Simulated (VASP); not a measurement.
# NaAl3 (I4/mmm) in VASP: a series of runs, part 2 of 2

VASP 6.6.1. Earlier steps stand in the parts before.

## Step 3: Single point, PBE (strained)

File INCAR:

```
ALGO = Normal
EDIFF = 1E-6
ENCUT = 520
GGA = PE
ISIF = 2
ISMEAR = 0
LASPH = True
LCHARG = False
LREAL = False
LWAVE = False
NBANDS = 16
NELM = 100
PREC = Accurate
SIGMA = 0.1
```

File KPOINTS:

```
k-points
0
Gamma
  14 14 14
```

File POSCAR:

```
NaAl3
1.0
   -2.1745290424      2.1745290424      4.0756115378
    2.1745290424     -2.1745290424      4.0756115378
    2.1745290424      2.1745290424     -4.0756115378
Na Al
1 3
Direct
    0.0000000000      0.0000000000      0.0000000000
    0.7500000000      0.2500000000      0.5000000000
    0.2500000000      0.7500000000      0.5000000000
    0.5000000000      0.5000000000      0.0000000000
```

Potentials or basis: VASP PAW PBE potentials, release 64 (Na_pv, Al).

Started as:

```bash
> cat potpaw_PBE.64/Na_pv/POTCAR potpaw_PBE.64/Al/POTCAR > POTCAR
> mpirun -np 1 vasp_std > vasp.out
```

OUTCAR:

```text
EDIFF = 1E-6
   ENCUT = 520
   GGA = PE
   ISIF = 2
   ISMEAR = 0
   LASPH = True
   LREAL = False
   NELM = 100
   PREC = Accurate

 ion  position               nearest neighbor table
   1  0.000  0.000  0.000-   2 2.98   3 2.98   2 2.98   3 2.98   2 2.98   3 2.98   2 2.98   3 2.98
                             4 3.08   4 3.08   4 3.08   4 3.08
   2  0.750  0.250  0.500-   4 2.98   1 2.98   1 2.98   4 2.98   1 2.98   4 2.98   4 2.98   1 2.98
                             3 3.08   3 3.08   3 3.08   3 3.08
   3  0.250  0.750  0.500-   1 2.98   4 2.98   1 2.98   4 2.98   1 2.98   4 2.98   1 2.98   4 2.98
                             2 3.08   2 3.08   2 3.08   2 3.08
   4  0.500  0.500  0.000-   3 2.98   2 2.98   2 2.98   3 2.98   2 2.98   3 2.98   3 2.98   2 2.98
                             1 3.08   1 3.08   1 3.08   1 3.08

  LATTYP: Found a body centered tetragonal cell.
 ALAT       =     4.3490580848
 C/A-ratio  =     1.8742502208

  Lattice vectors:

 A1 = (  -2.1745290424,   2.1745290424,   4.0756115378)
 A2 = (   2.1745290424,  -2.1745290424,   4.0756115378)
 A3 = (   2.1745290424,   2.1745290424,  -4.0756115378)

Analysis of symmetry for initial positions (statically):
=====================================================================
 Subroutine PRICEL returns:
 Original cell was already a primitive cell.

 Routine SETGRP: Setting up the symmetry group for a
 body centered tetragonal supercell.

 Subroutine GETGRP returns: Found 16 space group operations
 (whereof 16 operations were pure point group operations)
 out of a pool of 16 trial point group operations.

The static configuration has the point symmetry D_4h.

Analysis of symmetry for dynamics (positions and initial velocities):
=====================================================================
 Subroutine PRICEL returns:
 Original cell was already a primitive cell.

 Routine SETGRP: Setting up the symmetry group for a
 body centered tetragonal supercell.

 Subroutine GETGRP returns: Found 16 space group operations
 (whereof 16 operations were pure point group operations)
[... 125 lines left out ...]
     AMIX     =   0.40;   BMIX     =  1.00
     AMIX_MAG =   1.60;   BMIX_MAG =  1.00
  volume/ion in A,a.u.               =      19.27       130.05
  Fermi-wavevector in a.u.,A,eV,Ry     =   0.969290  1.831693 12.782989  0.939523
  Thomas-Fermi vector in A             =   2.099330
   LORBIT       =      0    0 simple, 1 ext, 2 COOP (PROOUT), +10 PAW based schemes
   GGA     = PE    functional components
   LHFCALC =     F    Hartree Fock is set to
   AEXX    =    0.0000 exact exchange contribution
   IVDW    =     0    specifies the selected vdW correction
   LEPSILON=     F    determine dielectric tensor
   LRPA    =     F    only Hartree local field effects (RPA)
 non-spin polarized calculation
 Gauss-broadening in eV      SIGMA  =   0.10
  energy-cutoff  :      520.00
  volume of cell :       77.09
 maximum number of plane-waves:      2100
 NGX is ok and might be reduce to    40
   NGX = 19   NGY = 19   NGZ = 19

 number of electron      16.0000008 magnetization

 Free energy of the ion-electron system (eV)
  ---------------------------------------------------
  ext. energy  EPLUGINS =         0.00000000
  ---------------------------------------------------
  free energy    TOTEN  =       -11.82298610 eV

  energy without entropy =      -11.81488243  energy(sigma->0) =      -11.81893426

 E-fermi :   5.3395     XC(G=0):  -9.3804

 val. band max:        5.3321873424   @ k =  -0.0714   0.2143   0.0714
 cond. band min:       5.3398205717   @ k =   0.5000   0.1429  -0.0000
 fundamental gap:      0.0076332293
 Fermi energy:         5.3395100074

 k-point     1 :       0.0000    0.0000    0.0000
  band No.  band energies     occupation
      1     -18.6062      2.00000
      2     -18.5846      2.00000
      3     -18.5846      2.00000
      4      -3.7345      2.00000
      5       4.1527      2.00000
      6       4.9571      2.00000
[... 433 lines left out ...]
      3     -18.5858      2.00000
      4      -2.5681      2.00000
      5       0.9297      2.00000
      6       2.3437      2.00000
[... 8 lines left out ...]
     15      11.2143      0.00000
     16      12.1009      0.00000

 [... further k-points ...]
[... 5 lines left out ...]
  --------------------------------------------------------------------------------------
  -------------------------------------------------------------------------------------
  Total       -0.4511899     -0.4511899      0.0486241      0.0000000     -0.0000000     -0.0000000
  in kB       -9.3774929     -9.3774929      1.0105990      0.0000000     -0.0000000     -0.0000000
  external PRESSURE =      -5.9147956 kB  Pullay stress =       0.0000000 kB

 VOLUME and BASIS-vectors are now :
 -----------------------------------------------------------------------------
  energy-cutoff  :      520.00
  volume of cell :       77.09
      direct lattice vectors                 reciprocal lattice vectors
    -2.174529042  2.174529042  4.075611538     0.000000000  0.229934846  0.122680976
     2.174529042 -2.174529042  4.075611538     0.229934846  0.000000000  0.122680976
     2.174529042  2.174529042 -4.075611538     0.229934846  0.229934846  0.000000000

 POSITION                                       TOTAL-FORCE (eV/Angst)
 -----------------------------------------------------------------------------------
      0.00000      0.00000      0.00000        -0.000000      0.000000      0.000000
     -0.00000      2.17453      2.03781        -0.000000     -0.000000      0.000000
      2.17453     -0.00000      2.03781         0.000000      0.000000     -0.000000
      0.00000      0.00000      4.07561        -0.000000      0.000000      0.000000
 -----------------------------------------------------------------------------------
    total drift:                               -0.000000     -0.000000     -0.000000

  FREE ENERGIE OF THE ION-ELECTRON SYSTEM (eV)
  ---------------------------------------------------
  free  energy   TOTEN  =       -11.8229860950 eV

  energy  without entropy=      -11.8148824278  energy(sigma->0) =      -11.81893426
```

OSZICAR:

```text
N       E                     dE             d eps       ncg     rms          rms(c)
DAV:   1     0.565035392056E+02    0.56504E+02   -0.69546E+03  7856   0.882E+02
DAV:   2    -0.929636209174E+01   -0.65800E+02   -0.62072E+02  8432   0.203E+02
DAV:   3    -0.118405917920E+02   -0.25442E+01   -0.25074E+01 10472   0.378E+01
DAV:   4    -0.118907915885E+02   -0.50200E-01   -0.50172E-01  9560   0.518E+00
DAV:   5    -0.118927713725E+02   -0.19798E-02   -0.19798E-02 11600   0.981E-01    0.191E+00
DAV:   6    -0.118522110598E+02    0.40560E-01   -0.88712E-03 11000   0.981E-01    0.114E+00
DAV:   7    -0.118231496030E+02    0.29061E-01   -0.20017E-02 11632   0.130E+00    0.186E-01
DAV:   8    -0.118229946799E+02    0.15492E-03   -0.11860E-03  9624   0.320E-01    0.886E-02
DAV:   9    -0.118229858721E+02    0.88078E-05   -0.59552E-05 12400   0.815E-02    0.236E-02
DAV:  10    -0.118229860950E+02   -0.22298E-06   -0.21460E-06  9216   0.110E-02
   1 F= -.11822986E+02 E0= -.11818934E+02  d E =-.810367E-02
```

stdout:

```text
POSCAR found type information on POSCAR NaAl
 POSCAR found :  2 types and       4 ions
 scaLAPACK will be used
 LDA part: xc-table for (Slater+PW92), standard interpolation
 POSCAR, INCAR and KPOINTS ok, starting setup
 FFT: planning ... GRIDC
 FFT: planning ... GRID_SOFT
 FFT: planning ... GRID
 WAVECAR not read
 entering main loop
```

It took 2.7 min on 1 thread of AMD EPYC 9R45 (Zen 5), shared host; peak memory 0.38 GiB.

What came out:

```yaml
Free_energy: -11.8230 eV
Pressure: -0.6 GPa
Band_gap_on_the_k_mesh: zero (bands 8 and 9 overlap by 2.78 eV)
```

Stress tensor (GPa, compression positive):
```
-0.94  0.00  0.00
 0.00 -0.94  0.00
 0.00  0.00  0.10
```

Caveat: the cell differs from its parent crystal (strained).
